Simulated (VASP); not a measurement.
# Cd2TeSe5 (I4/mmm) in VASP: notebook

Cd2TeSe5 is run at these levels: PBE; tasks: single point.

All numbers are computed with VASP 6.6.1; they aren't measurements. Logs are shortened: lines on timing, memory, paths and dates and some standing lists are left out, and cuts for length are marked.

### 1 The cell of the first run

The structure is tetragonal, space group I4/mmm (No. 139). The conventional cell has a = 5.835 Å, b = 5.835 Å, c = 11.504 Å, α = 90.00°, β = 90.00°, γ = 90.00°. Cd (site symmetry 4mm) has 5 Se at 2.74 to 2.92 Å and 1 Te at 3.01 Å within 3.6 Å. Te (site symmetry 4/mmm) has 4 Se at 2.92 Å and 2 Cd at 3.01 Å within 3.8 Å. Within 3.8 Å of Se (site symmetry -4m2) lie 2 Se at 2.88 Å and 4 Cd at 2.92 Å. Se (site symmetry mmm) has 4 Se at 2.88 to 2.92 Å and 2 Te at 2.92 Å within 3.8 Å. Within 3.6 Å of Se (site symmetry 4/mmm) lie 2 Cd at 2.74 Å and 4 Se at 2.92 Å.

The cell was built from a structure type or drawn by symmetry, and may not be a known phase.

### 2 Single point, PBE

Input file INCAR:

```
SYSTEM = Cd2TeSe5
PREC     = Accurate       ! precision mode
ENCUT    = 500            ! plane-wave cutoff, eV
EDIFF    = 1E-6           ! SCF threshold, eV
ISMEAR   = 0              ! smearing method
SIGMA    = 0.15           ! smearing width, eV
LREAL    = .False.        ! projectors in reciprocal space
LASPH    = .True.         ! aspherical terms in the spheres
NELM     = 120            ! most SCF steps
ALGO     = Normal         ! electronic algorithm
ISIF     = 2              ! what is computed and relaxed
LWAVE    = .False.        ! write WAVECAR
LCHARG   = .False.        ! write CHGCAR
GGA      = PE             ! functional
NBANDS   = 40             ! bands
GGA_COMPAT= .False.
```

Input file KPOINTS:

```
regular mesh
0
Gamma
  3 3 3
  0 0 0
```

Input file POSCAR:

```
Cd2TeSe5
1.0
   -2.9174625256      2.9174625256      5.7519297837
    2.9174625256     -2.9174625256      5.7519297837
    2.9174625256      2.9174625256     -5.7519297837
Cd Te Se
2 1 5
Direct
    0.7379818693      0.7379818693      0.0000000000
    0.2620181307      0.2620181307      0.0000000000
    0.0000000000      0.0000000000      0.0000000000
    0.7500000000      0.2500000000      0.5000000000
    0.2500000000      0.7500000000      0.5000000000
    0.5000000000      0.0000000000      0.5000000000
    0.0000000000      0.5000000000      0.5000000000
    0.5000000000      0.5000000000      0.0000000000
```

Potentials or basis: VASP PAW PBE potentials, release 64 (Cd, Te, Se).

On the command line:

```bash
$ cat potpaw_PBE.64/Cd/POTCAR potpaw_PBE.64/Te/POTCAR potpaw_PBE.64/Se/POTCAR > POTCAR
$ mpirun -np 1 vasp_std > vasp.out
```

OUTCAR:

```text
SYSTEM = Cd2TeSe5
   PREC = Accurate
   ENCUT = 500
   EDIFF = 1E-6
   ISMEAR = 0
   LREAL = .False.
   LASPH = .True.
   NELM = 120
   ISIF = 2
   GGA = PE

 ion  position               nearest neighbor table
   1  0.738  0.738  0.000-   8 2.74   4 2.92   5 2.92   4 2.92   5 2.92   3 3.01
   2  0.262  0.262  0.000-   8 2.74   5 2.92   4 2.92   5 2.92   4 2.92   3 3.01
   3  0.000  0.000  0.000-   6 2.92   7 2.92   7 2.92   6 2.92   1 3.01   2 3.01
   4  0.750  0.250  0.500-   2 2.92   1 2.92   2 2.92   1 2.92
   5  0.250  0.750  0.500-   2 2.92   1 2.92   2 2.92   1 2.92
   6  0.500  0.000  0.500-   3 2.92   3 2.92
   7  0.000  0.500  0.500-   3 2.92   3 2.92
   8  0.500  0.500  0.000-   1 2.74   2 2.74

  LATTYP: Found a body centered tetragonal cell.
 ALAT       =     5.8349250512
 C/A-ratio  =     1.9715522421

  Lattice vectors:

 A1 = (  -2.9174625256,   2.9174625256,   5.7519297837)
 A2 = (   2.9174625256,  -2.9174625256,   5.7519297837)
 A3 = (   2.9174625256,   2.9174625256,  -5.7519297837)

Analysis of symmetry for initial positions (statically):
=====================================================================
 Subroutine PRICEL returns:
 Original cell was already a primitive cell.

 Routine SETGRP: Setting up the symmetry group for a
 body centered tetragonal supercell.

 Subroutine GETGRP returns: Found 16 space group operations
 (whereof 16 operations were pure point group operations)
 out of a pool of 16 trial point group operations.

The static configuration has the point symmetry D_4h.

Analysis of symmetry for dynamics (positions and initial velocities):
=====================================================================
 Subroutine PRICEL returns:
 Original cell was already a primitive cell.

 Routine SETGRP: Setting up the symmetry group for a
 body centered tetragonal supercell.

 Subroutine GETGRP returns: Found 16 space group operations
 (whereof 16 operations were pure point group operations)
 out of a pool of 16 trial point group operations.

The dynamic configuration has the point symmetry D_4h.

 Subroutine INISYM returns: Found 16 space group operations
 (whereof 16 operations are pure point group operations),
 and found     1 'primitive' translations

----------------------------------------------------------------------------------------

                                     Primitive cell

  volume of cell :     195.8322

  direct lattice vectors                    reciprocal lattice vectors
    -2.917462526  2.917462526  5.751929784     0.000000000  0.171381807  0.086927348
     2.917462526 -2.917462526  5.751929784     0.171381807  0.000000000  0.086927348
     2.917462526  2.917462526 -5.751929784     0.171381807  0.171381807  0.000000000

  length of vectors
     7.078691363  7.078691363  7.078691363     0.192166822  0.192166822  0.242370476

  position of ions in fractional coordinates (direct lattice)
     0.737981869  0.737981869  0.000000000
     0.262018131  0.262018131  0.000000000
     0.000000000  0.000000000  0.000000000
     0.750000000  0.250000000  0.500000000
     0.250000000  0.750000000  0.500000000
     0.500000000  0.000000000  0.500000000
     0.000000000  0.500000000  0.500000000
     0.500000000  0.500000000  0.000000000

  ion indices of the primitive-cell ions
   primitive index   ion index
                 1           1
                 2           2
                 3           3
                 4           4
                 5           5
                 6           6
                 7           7
                 8           8

----------------------------------------------------------------------------------------

 KPOINTS: regular mesh

Automatic generation of k-mesh.
 Grid dimensions read from file:
 generate k-points for:    3    3    3

 Generating k-lattice:

  Cartesian coordinates                     Fractional coordinates (reciprocal lattice)
     0.000000000  0.057127269  0.028975783     0.333333333 -0.000000000  0.000000000
     0.057127269  0.000000000  0.028975783    -0.000000000  0.333333333  0.000000000
     0.057127269  0.057127269  0.000000000     0.000000000  0.000000000  0.333333333

  Length of vectors
     0.064055607  0.064055607  0.080790159

  Shift w.r.t. Gamma in fractional coordinates (k-lattice)
     0.000000000  0.000000000  0.000000000

 Subroutine IBZKPT returns following result:
 ===========================================

 Found      6 irreducible k-points:

 Following reciprocal coordinates:
            Coordinates               Weight
  0.000000  0.000000  0.000000      1.000000
  0.333333  0.000000  0.000000      8.000000
  0.333333  0.333333  0.000000      8.000000
 -0.333333  0.333333  0.000000      4.000000
 -0.333333  0.333333  0.333333      4.000000
 -0.333333 -0.333333  0.333333      2.000000
   k-points           NKPTS =      6   k-points in BZ     NKDIM =      6   number of bands    NBANDS=     40
   number of dos      NEDOS =    301   number of ions     NIONS =      8
   total plane-waves  NPLWV = 157464
   dimension x,y,z NGX =    54 NGY =   54 NGZ =   54
   dimension x,y,z NGXF=   108 NGYF=  108 NGZF=  108
   ions per type =               2   1   5
   NGX,Y,Z   is equivalent  to a cutoff of  12.68, 12.68, 12.68 a.u.
   NGXF,Y,Z  is equivalent  to a cutoff of  25.36, 25.36, 25.36 a.u.
 SYSTEM =  Cd2TeSe5
   PREC   = accura    normal or accurate (medium, high low for compatibility)
   ISTART =      0    job   : 0-new  1-cont  2-samecut
   ICHARG =      2    charge: 1-file 2-atom 10-const
   ISPIN  =      1    spin polarized calculation?
   LNONCOLLINEAR =      F non collinear calculations
   LSORBIT =      F    spin-orbit coupling
   LASPH  =      T    aspherical Exc in radial PAW
   ENCUT  =  500.0 eV  36.75 Ry    6.06 a.u.  12.91 12.91 12.91*2*pi/ulx,y,z
   NELM   =    120;   NELMIN=  2; NELMDL= -5     # of ELM steps
   EDIFF  = 0.1E-05   stopping-criterion for ELM
   LREAL  =      F    real-space projection
   EDIFFG = 0.1E-04   stopping-criterion for IOM
   NSW    =      0    number of steps for IOM
   IBRION =     -1    ionic relax: 0-MD 1-quasi-New 2-CG
   NFREE  =      0    steps in history (QN), initial steepest desc. (CG)
   ISIF   =      2    stress and relaxation
   ISYM   =      2    0-nonsym 1-usesym 2-fastsym
   POTIM  = 0.5000    time-step for ionic-motion
   TEBEG  =    0.0;   TEEND  =   0.0 temperature during run
   PSTRESS=    0.0 pullay stress
   NELECT =      60.0000    total number of electrons
   NUPDOWN=      -1.0000    fix difference up-down
   EMIN   =  10.00;   EMAX   =-10.00  energy-range for DOS
   EFERMI =   0.00;   METHOD = LEGACY
   ISMEAR =     0;   SIGMA  =   0.15  broadening in eV -4-tet -1-fermi 0-gaus
   EFERMI_NEDOS =   21; number of points for ismear=-14 and -15
   IALGO  =     38    algorithm
   IMIX   =      4    mixing-type and parameters
     AMIX     =   0.40;   BMIX     =  1.00
     AMIX_MAG =   1.60;   BMIX_MAG =  1.00
  volume/ion in A,a.u.               =      24.48       165.19
  Fermi-wavevector in a.u.,A,eV,Ry     =   1.103648  2.085592 16.572422  1.218039
  Thomas-Fermi vector in A             =   2.240109
   LORBIT       =      0    0 simple, 1 ext, 2 COOP (PROOUT), +10 PAW based schemes
   GGA     = PE    functional components
   LHFCALC =     F    Hartree Fock is set to
   AEXX    =    0.0000 exact exchange contribution
   IVDW    =     0    specifies the selected vdW correction
   LEPSILON=     F    determine dielectric tensor
   LRPA    =     F    only Hartree local field effects (RPA)
 non-spin polarized calculation
 Gauss-broadening in eV      SIGMA  =   0.15
  energy-cutoff  :      500.00
  volume of cell :      195.83
 maximum number of plane-waves:      5002
 NGX is ok and might be reduce to    54
   NGX = 25   NGY = 25   NGZ = 25

 number of electron      59.9999994 magnetization

 Free energy of the ion-electron system (eV)
  ---------------------------------------------------
  ext. energy  EPLUGINS =         0.00000000
  ---------------------------------------------------
  free energy    TOTEN  =       -22.77466114 eV

  energy without entropy =      -22.73188471  energy(sigma->0) =      -22.75327292

 E-fermi :   3.9523     XC(G=0):  -9.8498

 val. band max:        3.8366832379   @ k =  -0.3333  -0.3333   0.3333
 cond. band min:       3.9602059537   @ k =   0.3333   0.3333   0.0000
 fundamental gap:      0.1235227157
 Fermi energy:         3.9522605763

 k-point     1 :       0.0000    0.0000    0.0000
  band No.  band energies     occupation
      1     -10.8474      2.00000
      2      -9.0816      2.00000
      3      -8.7520      2.00000
      4      -8.7002      2.00000
      5      -8.0062      2.00000
      6      -6.1717      2.00000
[... 32 lines left out ...]
     39       9.7015      0.00000
     40       9.7015      0.00000

 k-point     2 :       0.3333    0.0000    0.0000
  band No.  band energies     occupation
      1     -10.4735      2.00000
      2      -9.5978      2.00000
      3      -8.7071      2.00000
      4      -8.5106      2.00000
      5      -8.0385      2.00000
      6      -6.7497      2.00000
[... 32 lines left out ...]
     39       9.5373      0.00000
     40       9.6091      0.00000

 k-point     3 :       0.3333    0.3333    0.0000
  band No.  band energies     occupation
      1     -10.0162      2.00000
      2      -9.7829      2.00000
      3      -8.8118      2.00000
      4      -8.5107      2.00000
      5      -8.0623      2.00000
      6      -7.3682      2.00000
[... 32 lines left out ...]
     39       9.3667      0.00000
     40       9.6498      0.00000

 k-point     4 :      -0.3333    0.3333    0.0000
  band No.  band energies     occupation
      1     -10.2644      2.00000
      2      -9.3417      2.00000
      3      -8.7662      2.00000
      4      -8.7604      2.00000
      5      -8.0726      2.00000
      6      -7.3204      2.00000
[... 32 lines left out ...]
     39       9.1578      0.00000
     40      10.0062      0.00000

 k-point     5 :      -0.3333    0.3333    0.3333
  band No.  band energies     occupation
      1     -10.2139      2.00000
      2      -9.8934      2.00000
      3      -8.9790      2.00000
      4      -8.4426      2.00000
      5      -7.8030      2.00000
      6      -6.7238      2.00000
[... 32 lines left out ...]
     39       8.9957      0.00000
     40       9.2600      0.00000

 k-point     6 :      -0.3333   -0.3333    0.3333
  band No.  band energies     occupation
      1     -10.6371      2.00000
      2      -9.6001      2.00000
      3      -8.9968      2.00000
      4      -8.2183      2.00000
      5      -7.9971      2.00000
      6      -6.1380      2.00000
[... 32 lines left out ...]
     39       8.1019      0.00000
     40      10.0170      0.00000

------------------------ aborting loop because EDIFF is reached ----------------------------------------

  FORCE on cell =-STRESS in cart. coord.  units (eV):
  Direction    XX          YY          ZZ          XY          YZ          ZX
  --------------------------------------------------------------------------------------
  -------------------------------------------------------------------------------------
  Total       -0.0041601     -0.0041601     -0.2385059      0.0000000      0.0000000      0.0000000
  in kB       -0.0340357     -0.0340357     -1.9513071      0.0000000      0.0000000      0.0000000
  external PRESSURE =      -0.6731262 kB  Pullay stress =       0.0000000 kB

 VOLUME and BASIS-vectors are now :
 -----------------------------------------------------------------------------
  energy-cutoff  :      500.00
  volume of cell :      195.83
      direct lattice vectors                 reciprocal lattice vectors
    -2.917462526  2.917462526  5.751929784     0.000000000  0.171381807  0.086927348
     2.917462526 -2.917462526  5.751929784     0.171381807  0.000000000  0.086927348
     2.917462526  2.917462526 -5.751929784     0.171381807  0.171381807  0.000000000

 POSITION                                       TOTAL-FORCE (eV/Angst)
 -----------------------------------------------------------------------------------
      0.00000      0.00000      8.48964        -0.000000     -0.000000      0.055817
      0.00000      0.00000      3.01422        -0.000000     -0.000000     -0.055817
      0.00000      0.00000      0.00000         0.000000      0.000000     -0.000000
     -0.00000      2.91746      2.87596         0.000000      0.000000     -0.000000
      2.91746     -0.00000      2.87596         0.000000      0.000000     -0.000000
      0.00000      2.91746      0.00000         0.000000      0.000000     -0.000000
      2.91746      0.00000      0.00000         0.000000      0.000000     -0.000000
      0.00000      0.00000      5.75193         0.000000      0.000000     -0.000000
 -----------------------------------------------------------------------------------
    total drift:                                0.000000     -0.000000      0.000000

  FREE ENERGIE OF THE ION-ELECTRON SYSTEM (eV)
  ---------------------------------------------------
  free  energy   TOTEN  =       -22.7746611361 eV

  energy  without entropy=      -22.7318847131  energy(sigma->0) =      -22.75327292
```

Run time: 56 s. Hardware: 1 thread of Intel Xeon Platinum 8488C (Sapphire Rapids), shared host; peak memory 0.39 GiB.

Results:

| Item | Value |
| --- | --- |
| Free energy | -22.7747 eV |
| Pressure | -0.1 GPa |
| Largest force | 0.056 eV/Å |
| Band gap on the k mesh | zero (bands 30 and 31 overlap by 0.39 eV) |

Forces on the atoms (eV/Å):
```
Cd   0.000  0.000  0.056
Cd   0.000  0.000 -0.056
Te   0.000  0.000  0.000
Se   0.000  0.000  0.000
Se   0.000  0.000  0.000
Se   0.000  0.000  0.000
Se   0.000  0.000  0.000
Se   0.000  0.000  0.000
```

Caveat: the k points lie up to 0.40 Å⁻¹ apart; semilocal functionals underestimate gaps, so a narrow gap can read as zero; spin-orbit coupling is left out, which moves the levels of the heavy elements.

### 3 Single point, PBE

This run uses another cell than the first one, of 26.54 Å³/atom.

Input file INCAR:

```
SYSTEM = Cd2TeSe5
ALGO = Normal
EDIFF = 1E-6
ENCUT = 500
GGA = PE
GGA_COMPAT = .FALSE.
ISIF = 2
ISMEAR = 0
LASPH = .TRUE.
LCHARG = .FALSE.
LREAL = .FALSE.
LWAVE = .FALSE.
NBANDS = 40
NELM = 120
PREC = Accurate
SIGMA = 0.15
```

Input file KPOINTS:

```
k-points
0
G
  3 3 3
  0 0 0
```

Input file POSCAR:

```
Cd2TeSe5
1.0
   -2.1355213729      2.1355213729     11.6403166372
    2.1355213729     -2.1355213729     11.6403166372
    2.1355213729      2.1355213729    -11.6403166372
Cd Te Se
2 1 5
Direct
    0.2510022099      0.2510022099      0.0000000000
    0.7489977901      0.7489977901      0.0000000000
    0.0000000000      0.0000000000      0.0000000000
    0.6628557914      0.1628557914      0.5000000000
    0.3371442086      0.8371442086      0.5000000000
    0.1628557914      0.6628557914      0.5000000000
    0.8371442086      0.3371442086      0.5000000000
    0.5000000000      0.5000000000      0.0000000000
```

Potentials or basis: VASP PAW PBE potentials, release 64 (Cd, Te, Se).

On the command line:

```bash
$ cat potpaw_PBE.64/Cd/POTCAR potpaw_PBE.64/Te/POTCAR potpaw_PBE.64/Se/POTCAR > POTCAR
$ mpirun -np 1 vasp_std > vasp.out
```

OUTCAR:

```text
SYSTEM = Cd2TeSe5
   EDIFF = 1E-6
   ENCUT = 500
   GGA = PE
   ISIF = 2
   ISMEAR = 0
   LASPH = .TRUE.
   LREAL = .FALSE.
   NELM = 120
   PREC = Accurate

 ion  position               nearest neighbor table
   1  0.251  0.251  0.000-   7 2.93   5 2.93   5 2.93   7 2.93   4 2.96   6 2.96   6 2.96   4 2.96
                             2 3.02   2 3.02   2 3.02   2 3.02
   2  0.749  0.749  0.000-   4 2.93   6 2.93   4 2.93   6 2.93   5 2.96   7 2.96   5 2.96   7 2.96
                             1 3.02   1 3.02   1 3.02   1 3.02
   3  0.000  0.000  0.000-   8 3.02   8 3.02   8 3.02   8 3.02
   4  0.663  0.163  0.500-   2 2.93   2 2.93   1 2.96   1 2.96
[... 455 lines left out ...]
  in kB        4.9254289      4.9254289      9.1121727      0.0000000     -0.0000000     -0.0000000
  external PRESSURE =       6.3210101 kB  Pullay stress =       0.0000000 kB

 VOLUME and BASIS-vectors are now :
 -----------------------------------------------------------------------------
  energy-cutoff  :      500.00
  volume of cell :      212.34
      direct lattice vectors                 reciprocal lattice vectors
    -2.135521373  2.135521373 11.640316637     0.000000000  0.234134861  0.042954158
     2.135521373 -2.135521373 11.640316637     0.234134861  0.000000000  0.042954158
     2.135521373  2.135521373-11.640316637     0.234134861  0.234134861  0.000000000

 POSITION                                       TOTAL-FORCE (eV/Angst)
 -----------------------------------------------------------------------------------
      0.00000      0.00000      5.84349        -0.000000     -0.000000     -0.046981
      0.00000      0.00000     17.43714        -0.000000     -0.000000      0.046981
      0.00000      0.00000      0.00000        -0.000000     -0.000000      0.000000
      0.00000      2.13552      3.79139        -0.000000      0.000000     -0.114879
      2.13552      0.00000      7.84893         0.000000     -0.000000      0.114879
      2.13552      0.00000      3.79139         0.000000     -0.000000     -0.114879
      0.00000      2.13552      7.84893        -0.000000      0.000000      0.114879
      0.00000      0.00000     11.64032        -0.000000     -0.000000      0.000000
 -----------------------------------------------------------------------------------
    total drift:                               -0.000000     -0.000000      0.000000

  FREE ENERGIE OF THE ION-ELECTRON SYSTEM (eV)
  ---------------------------------------------------
  free  energy   TOTEN  =       -20.2058054559 eV

  energy  without entropy=      -20.1177060847  energy(sigma->0) =      -20.16175577
```

stdout:

```text
POSCAR found type information on POSCAR CdTeSe
 POSCAR found :  3 types and       8 ions
 scaLAPACK will be used
 LDA part: xc-table for (Slater+PW92), standard interpolation
 POSCAR, INCAR and KPOINTS ok, starting setup
 FFT: planning ... GRIDC
 FFT: planning ... GRID_SOFT
 FFT: planning ... GRID
 WAVECAR not read
 entering main loop
```

Wall time 6 min (1 thread of Intel Xeon Platinum 8488C (Sapphire Rapids), shared host); peak memory 1.2 GiB.

What came out:

```yaml
Free_energy: -20.2058 eV
Pressure: 0.6 GPa
Largest_force: 0.115 eV/Å
Band_gap_on_the_k_mesh: zero (bands 30 and 31 overlap by 1.46 eV)
```

Forces in eV/Å, atoms in the order of the input:
```
Cd   0.000  0.000 -0.047
Cd   0.000  0.000  0.047
Te   0.000  0.000  0.000
Se   0.000  0.000 -0.115
Se   0.000  0.000  0.115
Se   0.000  0.000 -0.115
Se   0.000  0.000  0.115
Se   0.000  0.000  0.000
```

Stress tensor (GPa, compression positive):
```
0.49 0.00 0.00
0.00 0.49 0.00
0.00 0.00 0.91
```

Caveat: the k points lie up to 0.50 Å⁻¹ apart, too coarse for converged energies and pressures of a metal; spin-orbit coupling is left out, which moves the levels of the heavy elements.
